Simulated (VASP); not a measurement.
Write the native input for VASP 6.6.1 that does the following.

```yaml
Task: single point
Functional: RPBE
Potentials_or_basis: VASP PAW PBE potentials, release 64 (Re)
Cutoff: 520 eV
k_mesh: 14 × 14 × 14
Occupations: fermi-dirac, width 0.1 eV
Spin: no spin polarisation
Dipole_correction: no
Further_INCAR_settings: ALGO = Normal; EDIFF = 1e-06; NBANDS = 10
```

The structure of Re lies in POSCAR:

```
Re
1.0
    2.5202130930      0.0000000000      0.0000000000
    0.0000000000      2.5202130930      0.0000000000
    0.0000000000      0.0000000000      2.5202130930
Re
1
Direct
    0.0000000000      0.0000000000      0.0000000000
```

This isn't the form of Re at room conditions, which is hcp.

The input as run:

INCAR

```
  PREC = Accurate
  ENCUT = 520
  EDIFF = 1E-6
  ISMEAR = -1
  SIGMA = 0.1
  LREAL = False
  LASPH = True
  NELM = 80
  ALGO = Normal
  ISIF = 2
  LWAVE = False
  LCHARG = True
  GGA = RP
  LELF = True
  LVHAR = True
  NBANDS = 10
```

KPOINTS

```
Automatic mesh
0
Gamma
  14 14 14
```

Potentials or basis: VASP PAW PBE potentials, release 64 (Re).

Run with:

```sh
$ cat potpaw_PBE.64/Re/POTCAR > POTCAR
$ mpirun -np 1 vasp_std > vasp.out
```

Results of the run:

```yaml
Pressure: 23.0 GPa
Band_gap_on_the_k_mesh: zero (an odd number of electrons rules out a gap without spin polarisation)
```

Caveat: the cell stands under pressure; the PAW data sets were made with another functional, which shifts forces and pressure a little; spin-orbit coupling is left out, which moves the levels of the heavy elements.

It took 21 s on 1 thread of Intel Xeon 8259CL, with other jobs on the host, peak memory 0.14 GiB.
